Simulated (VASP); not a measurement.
# Ba8Ti8HO23 (a cell with a defect) in VASP: relaxation of the atoms with PBEsol

Aim: the relaxation of the atoms of Ba8Ti8HO23 (a cell with a defect) with PBEsol.

Program: VASP 6.6.1. These are calculated values, not measurements. Logs are shortened: lines on timing, memory, paths and dates and some standing lists are left out, and cuts for length are marked.

## 1. The cell of the first run

The cell holds a defect, 40 atoms: a = 7.940 Å, b = 7.940 Å, c = 7.940 Å, α = 90.00°, β = 90.00°, γ = 90.00°.

## 2. Relaxation of the atoms, PBEsol

The input, INCAR:

```
SYSTEM = Ba8Ti8HO23
PREC = Accurate
ENCUT = 520
EDIFF = 1E-7
ISMEAR = -1
SIGMA = 0.05
LREAL = Auto
LASPH = .TRUE.
NELM = 120
ALGO = Normal
ISIF = 2
LWAVE = .FALSE.
LCHARG = .FALSE.
GGA = PS
IBRION = 2
NSW = 100
EDIFFG = -0.03
NELECT = 316.0
ISYM = 0
GGA_COMPAT = .FALSE.
NELMIN = 4
NCORE = 4
```

The input, KPOINTS:

```
Automatic mesh
0
Gamma
  1 1 1
  0.25 0.25 0.25
```

The input, POSCAR:

```
Ba8Ti8HO23
1.0
    7.9404200000      0.0000000000      0.0000000000
    0.0000000000      7.9404200000      0.0000000000
    0.0000000000      0.0000000000      7.9404200000
Ba Ti O H
8 8 23 1
Direct
    0.0004450000      0.9991420000      0.0003100000
    0.0003410000      0.0015570000      0.5042230000
    0.9990650000      0.5015810000      0.9985460000
    0.9997580000      0.5004200000      0.4996230000
    0.4980900000      0.0001890000      0.9982580000
    0.4955060000      0.9972320000      0.5013630000
    0.5021820000      0.5002850000      0.0011780000
    0.5060420000      0.4990820000      0.5045460000
    0.2493220000      0.2407240000      0.2529080000
    0.2484710000      0.2465680000      0.7518990000
    0.2457150000      0.7521410000      0.2494040000
    0.2547790000      0.7475710000      0.7512630000
    0.7501420000      0.2459100000      0.2483120000
    0.7465650000      0.2536250000      0.7507430000
    0.7477410000      0.7529150000      0.2479280000
    0.7500340000      0.7525960000      0.7477050000
    0.2472880000      0.2508970000      0.0022830000
    0.2530920000      0.7511390000      0.9960340000
    0.2518240000      0.7494860000      0.4981300000
    0.7496000000      0.2505520000      0.9964610000
    0.7497210000      0.2424990000      0.4983160000
    0.7476290000      0.7493930000      0.9947800000
    0.7505130000      0.7487490000      0.4987530000
    0.9978240000      0.2464200000      0.2455300000
    0.9991010000      0.2490200000      0.7445820000
    0.0002710000      0.7477540000      0.2496730000
    0.0008400000      0.7489130000      0.7466000000
    0.4996660000      0.2488610000      0.2459010000
    0.4954440000      0.2486870000      0.7505430000
    0.4961940000      0.7518430000      0.2521100000
    0.5027810000      0.7476410000      0.7472260000
    0.2471850000      0.9959070000      0.2514180000
    0.2471490000      0.9975080000      0.7504030000
    0.2509790000      0.4999820000      0.2513960000
    0.2468860000      0.4965120000      0.7529630000
    0.7537230000      0.9958060000      0.2465670000
    0.7474290000      0.0035980000      0.7482920000
    0.7484300000      0.5013380000      0.2509050000
    0.7493990000      0.4989160000      0.7482110000
    0.2497130000      0.2459220000      0.4988720000
```

Potentials or basis: VASP PAW PBE potentials, release 64 (Ba_sv, Ti_sv, O, H).

On the command line:

```sh
$ cat potpaw_PBE.64/Ba_sv/POTCAR potpaw_PBE.64/Ti_sv/POTCAR potpaw_PBE.64/O/POTCAR potpaw_PBE.64/H/POTCAR > POTCAR
$ mpirun -np 4 vasp_std > vasp.out
```

OUTCAR:

```text
SYSTEM = Ba8Ti8HO23
   PREC = Accurate
   ENCUT = 520
   EDIFF = 1E-7
   ISMEAR = -1
   LREAL = Auto
   LASPH = .TRUE.
   NELM = 120
   ISIF = 2
   GGA = PS
   IBRION = 2
   NSW = 100
   EDIFFG = -0.03
   NELECT = 316.0
   ISYM = 0
   NELMIN = 4

 ion  position               nearest neighbor table
   1  0.000  0.999  0.000-  24 2.77  36 2.77  33 2.79  32 2.80  17 2.80  18 2.81  26 2.81  20 2.82
                            22 2.82  27 2.83  37 2.84  25 2.84  11 3.40   9 3.41  10 3.41  13 3.42
   2  0.000  0.002  0.504-  25 2.74  21 2.76  33 2.77  40 2.77  27 2.78  37 2.79  32 2.81  23 2.82
                            19 2.83  24 2.83  36 2.83  26 2.85   9 3.39  10 3.40  16 3.41  11 3.44
   3  0.999  0.502  0.999-  35 2.77  26 2.79  17 2.80  22 2.80  27 2.80  39 2.81  20 2.81  24 2.82
                            38 2.82  18 2.83  34 2.83  25 2.84  11 3.43  14 3.43  12 3.43  16 3.44
   4  1.000  0.500  0.500-  27 2.78  25 2.79  26 2.79  23 2.79  39 2.80  34 2.80  38 2.81  35 2.81
                            19 2.81  21 2.85  24 2.85  11 3.43  16 3.44  14 3.44  12 3.46  10 3.46
   5  0.498  0.000  0.998-  18 2.77  29 2.79  28 2.79  33 2.80  37 2.80  22 2.81  17 2.82  20 2.82
                            30 2.82  31 2.83  36 2.83  32 2.83  10 3.40  12 3.41   9 3.41  15 3.42
   6  0.496  0.997  0.501-  19 2.76  40 2.78  30 2.78  31 2.78  33 2.79  32 2.80  37 2.80  21 2.81
                            29 2.81  23 2.83  28 2.85  36 2.88   9 3.38  12 3.39  16 3.42  11 3.42
   7  0.502  0.500  0.001-  22 2.78  38 2.78  28 2.79  20 2.79  18 2.81  39 2.81  31 2.81  34 2.82
                            29 2.82  30 2.82  35 2.83  17 2.83  14 3.40  12 3.41  15 3.42  13 3.44
   8  0.506  0.499  0.505-  39 2.73  31 2.76  23 2.77  38 2.79  29 2.79  21 2.81  19 2.83  30 2.84
                            35 2.85  34 2.85  28 2.86  14 3.36  16 3.40  12 3.42  15 3.45  13 3.46
   9  0.249  0.241  0.253-  32 1.94  28 1.99  17 1.99  24 2.00  34 2.06   6 3.38   2 3.39   1 3.41
                             5 3.41   4 3.47   7 3.50   3 3.51   8 3.52
  10  0.248  0.247  0.752-  29 1.96  33 1.98  25 1.98  35 1.98  17 1.99   2 3.40   5 3.40   1 3.41
                             6 3.42   3 3.44   4 3.46   7 3.47   8 3.47
  11  0.246  0.752  0.249-  32 1.94  26 1.95  19 1.98  30 1.99  34 2.00  18 2.01   1 3.40   6 3.42
                             4 3.43   3 3.43   2 3.44   5 3.45   7 3.47   8 3.52
  12  0.255  0.748  0.751-  18 1.94  31 1.97  33 1.99  35 1.99  19 2.01  27 2.02   6 3.39   5 3.41
                             7 3.41   8 3.42   3 3.43   4 3.46   1 3.46   2 3.46
  13  0.750  0.246  0.248-  24 1.97  21 1.99  36 1.99  28 1.99  20 2.00  38 2.03   1 3.42   5 3.43
                             7 3.44   2 3.44   8 3.46   3 3.46   4 3.46   6 3.47
  14  0.747  0.254  0.751-  39 1.95  20 1.95  37 1.99  29 1.99  25 2.01  21 2.01   8 3.36   7 3.40
                             3 3.43   5 3.44   4 3.44   2 3.45   6 3.47   1 3.47
  15  0.748  0.753  0.248-  36 1.93  23 1.99  30 2.00  38 2.00  26 2.01  22 2.01   7 3.42   1 3.42
                             5 3.42   6 3.44   3 3.45   8 3.45   4 3.47   2 3.47
  16  0.750  0.753  0.748-  22 1.96  31 1.96  23 1.98  27 1.99  37 1.99  39 2.01   8 3.40   2 3.41
                             6 3.42   1 3.44   4 3.44   5 3.44   3 3.44   7 3.46
  17  0.247  0.251  0.002-  10 1.99   9 1.99   1 2.80   3 2.80   5 2.82   7 2.83
[... 214 lines left out ...]
--------------------------------------- Ionic step        1  -------------------------------------------

 number of electron     315.9999992 magnetization

 Free energy of the ion-electron system (eV)
  ---------------------------------------------------
  ext. energy  EPLUGINS =         0.00000000
  ---------------------------------------------------
  free energy    TOTEN  =      -322.96194746 eV

  energy without entropy =     -322.75935217  energy(sigma->0) =     -322.86064981

------------------------ aborting loop because EDIFF is reached ----------------------------------------

  FORCE on cell =-STRESS in cart. coord.  units (eV):
  Direction    XX          YY          ZZ          XY          YZ          ZX
  --------------------------------------------------------------------------------------
  -------------------------------------------------------------------------------------
  Total       17.0888201     17.6953883     17.0768092      0.0608574      0.2002827      0.1508563
  in kB       54.6880246     56.6291778     54.6495870      0.1947571      0.6409493      0.4827736
  external PRESSURE =      55.3222631 kB  Pullay stress =       0.0000000 kB
[... 203 lines left out ...]
  FREE ENERGIE OF THE ION-ELECTRON SYSTEM (eV)
  ---------------------------------------------------
  free  energy   TOTEN  =      -323.4903746937 eV

  energy  without entropy=     -323.2845212022  energy(sigma->0) =     -323.38744795

[... ionic steps 4 to 9 ...]

--------------------------------------- Ionic step       10  -------------------------------------------

 number of electron     315.9999908 magnetization

------------------------ aborting loop because EDIFF is reached ----------------------------------------
[... 143 lines left out ...]
--------------------------------------- Ionic step       12  -------------------------------------------

 number of electron     315.9999906 magnetization

 Free energy of the ion-electron system (eV)
  ---------------------------------------------------
  ext. energy  EPLUGINS =         0.00000000
  ---------------------------------------------------
  free energy    TOTEN  =      -323.59162336 eV

  energy without entropy =     -323.38103581  energy(sigma->0) =     -323.48632958

 E-fermi :   6.3829     XC(G=0): -11.6075

 val. band max:        3.6467863078   @ k =  -0.2500   0.2500   0.2500
 cond. band min:       6.3830260478   @ k =  -0.2500   0.2500   0.2500
 fundamental gap:      2.7362397400
 Fermi energy:         6.3829075163

 k-point     1 :       0.2500    0.2500    0.2500
  band No.  band energies     occupation
      1     -51.9930      2.00000
      2     -51.9918      2.00000
      3     -51.9355      2.00000
      4     -51.9350      2.00000
      5     -51.9341      2.00000
      6     -51.9339      2.00000
[... 681 lines left out ...]
    169       7.5849      0.00000
    170       7.5858      0.00000
 [bands above 170 left out]

------------------------ aborting loop because EDIFF is reached ----------------------------------------

  FORCE on cell =-STRESS in cart. coord.  units (eV):
  Direction    XX          YY          ZZ          XY          YZ          ZX
  --------------------------------------------------------------------------------------
  -------------------------------------------------------------------------------------
  Total       17.0164636     16.9994367     19.8047449     -0.0340916     -0.0325287     -0.0278596
  in kB       54.4564677     54.4019779     63.3795881     -0.1091006     -0.1040991     -0.0891568
  external PRESSURE =      57.4126779 kB  Pullay stress =       0.0000000 kB
[... 55 lines left out ...]
  FREE ENERGIE OF THE ION-ELECTRON SYSTEM (eV)
  ---------------------------------------------------
  free  energy   TOTEN  =      -323.5916233567 eV

  energy  without entropy=     -323.3810358100  energy(sigma->0) =     -323.48632958

 reached required accuracy - stopping structural energy minimisation
```

Wall time 18 min (4 MPI ranks of Intel Xeon Platinum 8488C (Sapphire Rapids), shared host); peak memory 0.27 GiB.

Results:

```yaml
Free_energy: -323.5916 eV
Energy_gained_by_relaxing: 15.7 meV/atom
Ionic_steps: 12
Largest_force_after_relaxing: 0.028 eV/Å
```

Forces in eV/Å, atoms in the order of the input:
```
Ba   0.001  0.002  0.009
Ba  -0.004  0.000 -0.001
Ba   0.000 -0.002  0.001
Ba  -0.001  0.003 -0.007
Ba  -0.003  0.000  0.002
Ba  -0.002 -0.009 -0.005
Ba   0.003 -0.001  0.007
Ba   0.015  0.000  0.003
Ti   0.005 -0.014 -0.009
Ti   0.003 -0.002  0.007
Ti   0.000  0.003  0.007
Ti   0.007  0.004 -0.005
Ti   0.001 -0.006  0.008
Ti  -0.003  0.005 -0.008
Ti  -0.006  0.003 -0.017
Ti  -0.002  0.000  0.017
O    0.006 -0.004 -0.005
O   -0.005  0.003  0.007
O    0.003  0.001 -0.004
O   -0.001  0.000  0.000
O    0.004  0.004  0.003
O   -0.001  0.017  0.017
O   -0.006 -0.005  0.006
O   -0.004 -0.011 -0.012
O   -0.007  0.001  0.008
O   -0.001  0.000 -0.001
O   -0.004  0.001 -0.011
O    0.012  0.004  0.006
O    0.009 -0.008  0.002
O   -0.001  0.001 -0.005
O   -0.006  0.004 -0.003
O    0.004 -0.001 -0.016
O   -0.002 -0.006  0.000
O   -0.016  0.020 -0.008
O    0.003  0.015 -0.003
O   -0.009 -0.007  0.006
O    0.004 -0.015 -0.003
O    0.003 -0.005  0.001
O    0.005 -0.006  0.013
H   -0.001  0.009 -0.006
```

Step by step:
```csv
step,energy change (eV),largest force (eV/Å),pressure (GPa)
1,0.0000,3.0511,5.53
2,-0.4982,1.1226,5.96
3,-0.5284,0.3963,5.83
4,-0.5927,0.2598,5.82
5,-0.6002,0.2554,5.84
6,-0.6207,0.0914,5.76
7,-0.6215,0.1198,5.75
8,-0.6265,0.0722,5.75
9,-0.6268,0.0853,5.75
10,-0.6288,0.0381,5.74
11,-0.6289,0.0576,5.74
12,-0.6297,0.0276,5.74
```

Final structure:
```xyz
40
Lattice="7.9404 0.0000 0.0000 0.0000 7.9404 0.0000 0.0000 0.0000 7.9404" Properties=species:S:1:pos:R:3 pbc="T T T"
Ba    7.9189    7.9156    7.9345
Ba    7.9256    7.9219    3.9652
Ba    7.9194    3.9797    7.9355
Ba    7.9253    3.9732    3.9661
Ba    3.9831    7.9163    7.9354
Ba    3.9772    7.9235    3.9659
Ba    3.9819    3.9791    7.9343
Ba    3.9745    3.9733    3.9647
Ti    1.9799    1.9781    1.8910
Ti    1.9798    1.9771    6.0397
Ti    1.9824    5.9494    1.9880
Ti    1.9813    5.9481    5.9438
Ti    5.9513    1.9806    1.9874
Ti    5.9513    1.9793    5.9432
Ti    5.9527    5.9500    1.9825
Ti    5.9517    5.9492    5.9507
O     1.9767    1.9756    7.9361
O     1.9828    5.9459    7.9352
O     1.9787    5.9458    3.9657
O     5.9524    1.9792    7.9342
O     5.9481    1.9745    3.9637
O     5.9498    5.9429    7.9326
O     5.9534    5.9500    3.9633
O     0.0186    1.9796    2.0165
O     0.0185    1.9752    5.9140
O     7.9368    5.9443    1.9767
O     7.9367    5.9482    5.9543
O     3.9409    1.9733    2.0110
O     3.9404    1.9787    5.9177
O     3.9651    5.9488    1.9801
O     3.9652    5.9455    5.9501
O     1.9777    0.0138    2.0157
O     1.9813    0.0146    5.9173
O     1.9843    3.9353    2.0157
O     1.9786    3.9365    5.9172
O     5.9540    7.9324    1.9742
O     5.9488    7.9338    5.9532
O     5.9482    3.9610    1.9792
O     5.9510    3.9614    5.9466
H     1.9813    1.9719    3.9670
```

Caveat: the cell carries a net charge on a neutralising background, which shifts energy and pressure; the cell is charged against a uniform background, so pressure and absolute levels hang on convention; the PAW data sets were made with another functional, which shifts forces and pressure a little; spin-orbit coupling is left out, which moves the levels of the heavy elements.
